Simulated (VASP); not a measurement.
Input of a VASP 6.6.1 run:

The input INCAR:

```
SYSTEM = Cs
PREC = Accurate
ENCUT = 600
EDIFF = 1E-6
ISMEAR = -1
SIGMA = 0.05
LREAL = .False.
LASPH = .True.
NELM = 100
ALGO = Normal
ISIF = 3
LWAVE = .False.
LCHARG = .False.
GGA = PS
IBRION = 2
NSW = 32
EDIFFG = -0.005
PSTRESS = 29.0
```

KPOINTS

```
Automatic mesh
0
Gamma
  10 10 10
  0 0 0
```

File POSCAR:

```
Cs
1.0
    3.6167314172      0.0000000000      0.0000000000
    0.0000000000      3.6167314172      0.0000000000
    0.0000000000      0.0000000000      3.6167314172
Cs
1
Direct
    0.0000000000      0.0000000000      0.0000000000
```

Potentials or basis: VASP PAW PBE potentials, release 64 (Cs_sv).

Run with:

```bash
$ cat potpaw_PBE.64/Cs_sv/POTCAR > POTCAR
$ mpirun -np 1 vasp_std > vasp.out
```

Task: What does it give for the relaxed cell?

Result: a = 3.640 Å, b = 3.640 Å, c = 3.640 Å, α = 90.00°, β = 90.00°, γ = 90.00°.

Task: What does it give for the relaxed volume?

Result: 48.23 Å³/atom.

Task: Predict the space group after relaxing (to 0.05 Å).

Result: Pm-3m (No. 221).

Final structure:
```cif
data_structure
_symmetry_space_group_name_H-M 'P 1'
_symmetry_Int_Tables_number 1
_cell_length_a 3.6399
_cell_length_b 3.6399
_cell_length_c 3.6399
_cell_angle_alpha 90.000
_cell_angle_beta 90.000
_cell_angle_gamma 90.000
_cell_volume 48.23
loop_
_atom_site_label
_atom_site_type_symbol
_atom_site_fract_x
_atom_site_fract_y
_atom_site_fract_z
_atom_site_occupancy
Cs1 Cs 0.00000 0.00000 0.00000 1
```

Caveat: the cell is relaxed towards a set pressure, so the enthalpy falls and the energy may rise; the PAW data sets were made with another functional, which shifts forces and pressure a little.
